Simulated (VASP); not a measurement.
# Mo (Im-3m) in VASP: relaxation of cell and atoms with LDA

Aim: the relaxation of cell and atoms of Mo with LDA.

Everything below comes from runs of VASP 6.6.1. Logs are shortened: lines on timing, memory, paths and dates and some standing lists are left out, and cuts for length are marked.

### 1 The cell of the first run

The structure is cubic, space group Im-3m (No. 229). The conventional cell has a = 3.112 Å, b = 3.112 Å, c = 3.112 Å, α = 90.00°, β = 90.00°, γ = 90.00°. Mo (site symmetry m-3m) has 14 Mo at 2.69 to 3.11 Å within 3.6 Å.

### 2 Relaxation of cell and atoms, LDA, target pressure 7 GPa, at which the enthalpy is minimised

Contents of INCAR:

```
PREC = Accurate
ENCUT = 600
EDIFF = 1E-6
ISMEAR = -1
SIGMA = 0.15
LREAL = False
LASPH = True
NELM = 60
ALGO = Normal
ISIF = 3
LWAVE = False
LCHARG = False
IBRION = 2
NSW = 80
EDIFFG = -0.001
PSTRESS = 70.0
```

Contents of KPOINTS:

```
Automatic mesh
0
Gamma
  20 20 20
```

Contents of POSCAR:

```
Mo
1.0
   -1.5559477923      1.5559477923      1.5559477923
    1.5559477923     -1.5559477923      1.5559477923
    1.5559477923      1.5559477923     -1.5559477923
Mo
1
Direct
    0.0000000000      0.0000000000      0.0000000000
```

Potentials or basis: VASP PAW LDA potentials, release 64 (Mo_sv).

Run with:

```bash
cat potpaw_LDA.64/Mo_sv/POTCAR > POTCAR
mpirun -np 1 vasp_std > vasp.out
```

OUTCAR:

```text
PREC = Accurate
   ENCUT = 600
   EDIFF = 1E-6
   ISMEAR = -1
   LREAL = False
   LASPH = True
   NELM = 60
   ISIF = 3
   IBRION = 2
   NSW = 80
   EDIFFG = -0.001
   PSTRESS = 70.0

 ion  position               nearest neighbor table
   1  0.000  0.000  0.000-

  LATTYP: Found a body centered cubic cell.
 ALAT       =     3.1118955846

  Lattice vectors:

 A1 = (  -1.5559477923,   1.5559477923,   1.5559477923)
 A2 = (   1.5559477923,  -1.5559477923,   1.5559477923)
 A3 = (   1.5559477923,   1.5559477923,  -1.5559477923)

Analysis of symmetry for initial positions (statically):
=====================================================================
 Subroutine PRICEL returns:
 Original cell was already a primitive cell.

 Routine SETGRP: Setting up the symmetry group for a
 body centered cubic supercell.

 Subroutine GETGRP returns: Found 48 space group operations
 (whereof 48 operations were pure point group operations)
 out of a pool of 48 trial point group operations.

The static configuration has the point symmetry O_h .

Analysis of symmetry for dynamics (positions and initial velocities):
=====================================================================
 Subroutine PRICEL returns:
 Original cell was already a primitive cell.

 Routine SETGRP: Setting up the symmetry group for a
 body centered cubic supercell.

 Subroutine GETGRP returns: Found 48 space group operations
 (whereof 48 operations were pure point group operations)
 out of a pool of 48 trial point group operations.

The dynamic configuration has the point symmetry O_h .

 Subroutine INISYM returns: Found 48 space group operations
 (whereof 48 operations are pure point group operations),
 and found     1 'primitive' translations

----------------------------------------------------------------------------------------

                                     Primitive cell

  volume of cell :      15.0676

  direct lattice vectors                    reciprocal lattice vectors
    -1.555947792  1.555947792  1.555947792     0.000000000  0.321347543  0.321347543
     1.555947792 -1.555947792  1.555947792     0.321347543  0.000000000  0.321347543
     1.555947792  1.555947792 -1.555947792     0.321347543  0.321347543  0.000000000

  length of vectors
     2.694980630  2.694980630  2.694980630     0.454454053  0.454454053  0.454454053

  position of ions in fractional coordinates (direct lattice)
     0.000000000  0.000000000  0.000000000

  ion indices of the primitive-cell ions
   primitive index   ion index
                 1           1

----------------------------------------------------------------------------------------

 KPOINTS: Automatic mesh

Automatic generation of k-mesh.
 Grid dimensions read from file:
 generate k-points for:   20   20   20

 Generating k-lattice:

  Cartesian coordinates                     Fractional coordinates (reciprocal lattice)
     0.000000000  0.016067377  0.016067377     0.050000000  0.000000000  0.000000000
     0.016067377  0.000000000  0.016067377     0.000000000  0.050000000  0.000000000
     0.016067377  0.016067377  0.000000000     0.000000000  0.000000000  0.050000000

  Length of vectors
     0.022722703  0.022722703  0.022722703

  Shift w.r.t. Gamma in fractional coordinates (k-lattice)
     0.000000000  0.000000000  0.000000000

 Subroutine IBZKPT returns following result:
 ===========================================

 Found    256 irreducible k-points:

 Following reciprocal coordinates:
            Coordinates               Weight
  0.000000  0.000000  0.000000      1.000000
  0.050000  0.000000  0.000000     12.000000
  0.100000  0.000000  0.000000     12.000000
  0.150000  0.000000  0.000000     12.000000
  0.200000  0.000000  0.000000     12.000000
  0.250000  0.000000  0.000000     12.000000
[... 16 lines left out ...]
  0.200000  0.100000  0.000000     48.000000
  0.250000  0.100000  0.000000     48.000000
 [... further k-points ...]
   k-points           NKPTS =    256   k-points in BZ     NKDIM =    256   number of bands    NBANDS=     11
   number of dos      NEDOS =    301   number of ions     NIONS =      1
   total plane-waves  NPLWV =  13824
   dimension x,y,z NGX =    24 NGY =   24 NGZ =   24
   dimension x,y,z NGXF=    48 NGYF=   48 NGZF=   48
   ions per type =               1
   NGX,Y,Z   is equivalent  to a cutoff of  14.80, 14.80, 14.80 a.u.
   NGXF,Y,Z  is equivalent  to a cutoff of  29.61, 29.61, 29.61 a.u.
 SYSTEM =  unknown system
   PREC   = accura    normal or accurate (medium, high low for compatibility)
   ISTART =      0    job   : 0-new  1-cont  2-samecut
   ICHARG =      2    charge: 1-file 2-atom 10-const
   ISPIN  =      1    spin polarized calculation?
   LNONCOLLINEAR =      F non collinear calculations
   LSORBIT =      F    spin-orbit coupling
   LASPH  =      T    aspherical Exc in radial PAW
   ENCUT  =  600.0 eV  44.10 Ry    6.64 a.u.   5.38  5.38  5.38*2*pi/ulx,y,z
   NELM   =     60;   NELMIN=  2; NELMDL= -5     # of ELM steps
   EDIFF  = 0.1E-05   stopping-criterion for ELM
   LREAL  =      F    real-space projection
   EDIFFG = -.1E-02   stopping-criterion for IOM
   NSW    =     80    number of steps for IOM
   IBRION =      2    ionic relax: 0-MD 1-quasi-New 2-CG
   NFREE  =      1    steps in history (QN), initial steepest desc. (CG)
   ISIF   =      3    stress and relaxation
   ISYM   =      2    0-nonsym 1-usesym 2-fastsym
   POTIM  = 0.5000    time-step for ionic-motion
   TEBEG  =    0.0;   TEEND  =   0.0 temperature during run
   PSTRESS=   70.0 pullay stress
   NELECT =      14.0000    total number of electrons
   NUPDOWN=      -1.0000    fix difference up-down
   EMIN   =  10.00;   EMAX   =-10.00  energy-range for DOS
   EFERMI =   0.00;   METHOD = LEGACY
   ISMEAR =    -1;   SIGMA  =   0.15  broadening in eV -4-tet -1-fermi 0-gaus
   EFERMI_NEDOS =   21; number of points for ismear=-14 and -15
   IALGO  =     38    algorithm
   IMIX   =      4    mixing-type and parameters
     AMIX     =   0.40;   BMIX     =  1.00
     AMIX_MAG =   1.60;   BMIX_MAG =  1.00
  volume/ion in A,a.u.               =      15.07       101.68
  Fermi-wavevector in a.u.,A,eV,Ry     =   1.597481  3.018802 34.721347  2.551947
  Thomas-Fermi vector in A             =   2.695081
   LORBIT       =      0    0 simple, 1 ext, 2 COOP (PROOUT), +10 PAW based schemes
   GGA     = CA    functional components
   LHFCALC =     F    Hartree Fock is set to
   AEXX    =    0.0000 exact exchange contribution
   IVDW    =     0    specifies the selected vdW correction
   LEPSILON=     F    determine dielectric tensor
   LRPA    =     F    only Hartree local field effects (RPA)
 conjugate gradient relaxation of ions
 non-spin polarized calculation
  energy-cutoff  :      600.00
  volume of cell :       15.07
 maximum number of plane-waves:       531
 NGX is ok and might be reduce to    24
   NGX = 11   NGY = 11   NGZ = 11

--------------------------------------- Ionic step        1  -------------------------------------------

 number of electron      13.9999999 magnetization

 Free energy of the ion-electron system (eV)
  ---------------------------------------------------
  ext. energy  EPLUGINS =         0.00000000
  ---------------------------------------------------
  free energy    TOTEN  =       -12.15473170 eV

  energy without entropy =      -12.10731176  energy(sigma->0) =      -12.13102173

------------------------ aborting loop because EDIFF is reached ----------------------------------------

  FORCE on cell =-STRESS in cart. coord.  units (eV):
  Direction    XX          YY          ZZ          XY          YZ          ZX
  --------------------------------------------------------------------------------------
  -------------------------------------------------------------------------------------
  Total        0.1106678      0.1106678      0.1106678     -0.0000000     -0.0000000     -0.0000000
  in kB       11.7675745     11.7675745     11.7675745     -0.0000000     -0.0000000     -0.0000000
  external PRESSURE =     -58.2324255 kB  Pullay stress =      70.0000000 kB
[... 90 lines left out ...]
  FREE ENERGIE OF THE ION-ELECTRON SYSTEM (eV)
  ---------------------------------------------------
  free  energy   TOTEN  =       -12.1479121803 eV

  energy  without entropy=      -12.1009162381  energy(sigma->0) =      -12.12441421

  enthalpy is  TOTEN    =       -11.5016271017 eV   P V=        0.6462850786

[... ionic steps 4 to 15 ...]

--------------------------------------- Ionic step       16  -------------------------------------------

 number of electron      13.9999998 magnetization

------------------------ aborting loop because EDIFF is reached ----------------------------------------

  FORCE on cell =-STRESS in cart. coord.  units (eV):
  Direction    XX          YY          ZZ          XY          YZ          ZX
  --------------------------------------------------------------------------------------
  -------------------------------------------------------------------------------------
  Total        0.6479495      0.6479495      0.6479495      0.0000000      0.0000000      0.0000000
  in kB       70.2157408     70.2157408     70.2157408      0.0000000      0.0000000      0.0000000
  external PRESSURE =       0.2157408 kB  Pullay stress =      70.0000000 kB
[... 59 lines left out ...]
  enthalpy is  TOTEN    =       -11.5016306636 eV   P V=        0.6459657628

--------------------------------------- Ionic step       18  -------------------------------------------

 number of electron      13.9999998 magnetization

 Free energy of the ion-electron system (eV)
  ---------------------------------------------------
  ext. energy  EPLUGINS =         0.00000000
  ---------------------------------------------------
  free energy    TOTEN  =       -12.14760001 eV

  energy without entropy =      -12.10061486  energy(sigma->0) =      -12.12410743

 E-fermi :  13.3922     XC(G=0): -13.9164

 val. band max:       13.3751557350   @ k =   0.1500   0.0500   0.0000
 cond. band min:      13.4214286424   @ k =  -0.2500   0.3000   0.1000
 fundamental gap:      0.0462729074
 Fermi energy:        13.3921883734

 k-point     1 :       0.0000    0.0000    0.0000
  band No.  band energies     occupation
      1     -47.5598      2.00000
      2     -20.8580      2.00000
      3     -20.8580      2.00000
      4     -20.8580      2.00000
      5       5.9902      2.00000
      6      11.9035      1.99990
      7      11.9035      1.99990
      8      11.9035      1.99990
      9      15.1192      0.00002
     10      15.1192      0.00002
     11      28.2880      0.00000
[... 309 lines left out ...]
 k-point    24 :       0.2500    0.1000    0.0000
  band No.  band energies     occupation
      1     -47.3262      2.00000
      2     -22.0096      2.00000
      3     -21.2335      2.00000
      4     -20.9275      2.00000
      5       8.4819      2.00000
      6      10.3998      2.00000
      7      11.6932      1.99998
      8      14.4687      0.00153
      9      15.6863      0.00000
     10      16.2079      0.00000
     11      27.9810      0.00000

 [... further k-points ...]

------------------------ aborting loop because EDIFF is reached ----------------------------------------

  FORCE on cell =-STRESS in cart. coord.  units (eV):
  Direction    XX          YY          ZZ          XY          YZ          ZX
  --------------------------------------------------------------------------------------
  -------------------------------------------------------------------------------------
  Total        0.6466141      0.6466141      0.6466141      0.0000000      0.0000000     -0.0000000
  in kB       70.0698643     70.0698643     70.0698643      0.0000000      0.0000000     -0.0000000
  external PRESSURE =       0.0698643 kB  Pullay stress =      70.0000000 kB
[... 16 lines left out ...]
  FREE ENERGIE OF THE ION-ELECTRON SYSTEM (eV)
  ---------------------------------------------------
  free  energy   TOTEN  =       -12.1476000060 eV

  energy  without entropy=      -12.1006148622  energy(sigma->0) =      -12.12410743

  enthalpy is  TOTEN    =       -11.5016306633 eV   P V=        0.6459693427

 reached required accuracy - stopping structural energy minimisation
```

It took 4.5 min on 1 thread of Intel Xeon 8259CL, shared host; peak memory 0.19 GiB.

What came out:

```yaml
Free_energy: -12.1476 eV
Relaxed_volume: 14.79 Å³/atom
Relaxed_cell: a = 2.678 Å, b = 2.678 Å, c = 2.678 Å, α = 109.47°, β = 109.47°, γ = 109.47°
Space_group_after_relaxing_to_0.1_Å: Im-3m (No. 229)
Energy_change_on_relaxing_the_run_minimises_the_enthalpy: +7.1 meV/atom
Ionic_steps: 18
Pressure_after_relaxing: 7.0 GPa
Band_gap_on_the_k_mesh: zero (bands 7 and 8 overlap by 5.83 eV)
```

Step by step:
```csv
step,energy change (eV),largest force (eV/Å),pressure (GPa),volume (Å³)
1,0.0000,0.0000,1.18,15.07
2,0.1035,0.0000,29.18,13.90
3,0.0068,0.0000,6.84,14.79
4,0.0071,0.0000,6.97,14.79
5,0.0074,0.0000,7.09,14.78
6,0.0067,0.0000,6.78,14.80
7,0.0072,0.0000,7.01,14.78
8,0.0071,0.0000,7.04,14.79
9,0.0069,0.0000,6.91,14.79
10,0.0071,0.0000,6.92,14.79
11,0.0071,0.0000,6.90,14.79
12,0.0071,0.0000,6.96,14.79
13,0.0074,0.0000,7.11,14.78
14,0.0072,0.0000,7.09,14.78
15,0.0072,0.0000,7.03,14.78
16,0.0071,0.0000,7.02,14.78
17,0.0071,0.0000,7.01,14.79
18,0.0071,0.0000,7.01,14.79
```

Final structure:
```
Mo
1.0
    -1.54616    1.54616    1.54616
     1.54616   -1.54616    1.54616
     1.54616    1.54616   -1.54616
Mo
1
Direct
  0.00000 0.00000 0.00000
```

Levels at points of the mesh, in eV from the Fermi level:
```tsv
k point	band 5	band 6	band 7	band 8	band 9	band 10
(0.00, 0.00, 0.00)	-7.40	-1.49	-1.49	-1.49	1.73	1.73
(0.50, 0.00, 0.00)	-5.68	-3.69	1.80	1.91	2.47	5.19
(0.50, 0.50, 0.50)	-5.91	-5.91	4.34	4.34	4.34	9.50
```

Caveat: the cell is relaxed towards a set pressure, so the run minimises the enthalpy, not the energy. Zero-point motion and thermal expansion aren't in these numbers.
